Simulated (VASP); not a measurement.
A run of VASP 6.6.1 is set up as follows.

Contents of INCAR:

```
PREC = Accurate
ENCUT = 520
EDIFF = 1E-7
ISMEAR = -1
SIGMA = 0.02
LREAL = Auto
LASPH = True
NELM = 150
ALGO = Normal
ISIF = 2
LWAVE = False
LCHARG = True
ISPIN = 2
MAGMOM = 0 0 0 0 0 0 0 0 0 0 0 0 0 0 0 0 0 0 0 0 0 0 0 0 0 0 0 0 0 0 0 0 0 0 0 0 0 0 0 0 0 0 0 0 0 0 0 0 0 0 0 0 0 0 0 0 0 0 0.16 0 0 0 0
LORBIT = 11
GGA = PE
IVDW = 12
LELF = True
LVHAR = True
NBANDS = 168
```

KPOINTS

```
Automatic mesh
0
Gamma
  1 1 1
```

File POSCAR:

```
Si62P
1.0
   10.8600000000      0.0000000000      0.0000000000
    0.0000000000     10.8600000000      0.0000000000
    0.0000000000      0.0000000000     10.8600000000
Si P
62 1
Direct
    0.5001975138     -0.0015850829      0.0028668508
    0.6246134438      0.1286791897      0.1255830571
    0.7497068140      0.2520372928     -0.0012802026
    0.8737509208      0.3780237569      0.1254383057
    0.7521029466      0.0008743094      0.2457558011
    0.8781349908      0.1234104972      0.3716871087
    0.0004585635      0.0001998158     -0.0016543278
    0.1249218232      0.1254158379      0.1249007366
    0.2488174033      0.2505287293      0.0010062615
    0.3742534070      0.3757432781      0.1274458564
    0.4989148250      0.4989255985      0.0010430018
    0.6246839779      0.6249042357      0.1244989871
    0.7486956722      0.7485786372     -0.0032249540
    0.8757328729      0.8742657459      0.1210957643
    0.2514721915      0.0001877532      0.2493819521
    0.3762932781      0.1241676796      0.3762344383
    0.4996008287      0.2528993554      0.2539654696
    0.6269671271      0.3780981584      0.3810834254
    0.7489553407      0.5033970534      0.2529948435
    0.8726720074      0.6331844383      0.3771425414
    0.5033076427     -0.0019258748      0.5005260589
    0.6248203499      0.1256392265      0.6249817680
    0.7524466851      0.2464725599      0.4974046961
    0.8688297422      0.3780528545      0.6228236648
    0.7492825967     -0.0019068140      0.7464898711
    0.8735386740      0.1241745856      0.8735389503
   -0.0058476059      0.5020583794     -0.0042538674
    0.1243335175      0.6261310313      0.1254918048
    0.2492216390      0.7500138122      0.0006720994
    0.3769761510      0.8723323204      0.1280950276
    0.0007209945      0.2520744015      0.2490898711
    0.1243992634      0.3779849908      0.3760519337
    0.2540652855      0.5020267956      0.2556633517
    0.3882709024      0.6222751381      0.3893151934
    0.5040855433      0.7478594843      0.2554901473
    0.6334197053      0.8756483425      0.3753642726
    0.0041813996      0.0009571823      0.4977439227
    0.1243746777      0.1288116943      0.6251750460
    0.2513150092      0.2521790976      0.5001423573
    0.3777233886      0.3745488950      0.6291622468
    0.5208394107      0.5016570902      0.5274087477
    0.8745529466      0.8757589319      0.6164228361
    0.2468990792     -0.0015090239      0.7497568140
    0.3713764273      0.1199180479      0.8785000921
    0.4960190608      0.2436692449      0.7538565378
    0.6207307551      0.3743620626      0.8722583794
    0.7224313996      0.5013747698      0.7290761510
    0.8604714549      0.6222375691      0.8615084715
    0.0000628913      0.7519527624      0.2497466851
    0.1287026703      0.8742459484      0.3740782689
   -0.0031161142      0.5034067219      0.5008643646
    0.1253006446      0.6249658379      0.6250829650
    0.2530604052      0.7486395028      0.5011484346
    0.3765525783      0.8748579190      0.6258914365
   -0.0041117864      0.2528647330      0.7502506446
    0.1223564457      0.3757510129      0.8755622468
    0.2487048803      0.4989527624      0.7508871087
    0.3735633517      0.6234730203      0.8761863720
    0.4969684162      0.7482251381      0.7526671271
    0.6239644567      0.8747100368      0.8731258748
   -0.0056523941      0.7478291897      0.7457280847
    0.1217337937      0.8722688766      0.8728865562
    0.7482924494      0.7510696133      0.5016556169
```

Potentials or basis: VASP PAW PBE potentials, release 64 (Si, P).

Run with:

```console
$ cat potpaw_PBE.64/Si/POTCAR potpaw_PBE.64/P/POTCAR > POTCAR
$ mpirun -np 1 vasp_gam > vasp.out
```

(1) Estimate the net moment.

(2) Estimate the site moments.

(3) Predict the pressure.

Results:

(1) 1.00 μB per cell.

(2) Si +0.01, +0.00, -0.00, +0.16 (each value once); P +0.01 μB.

(3) -0.8 GPa.

Caveat: the k points lie up to 0.58 Å⁻¹ apart.
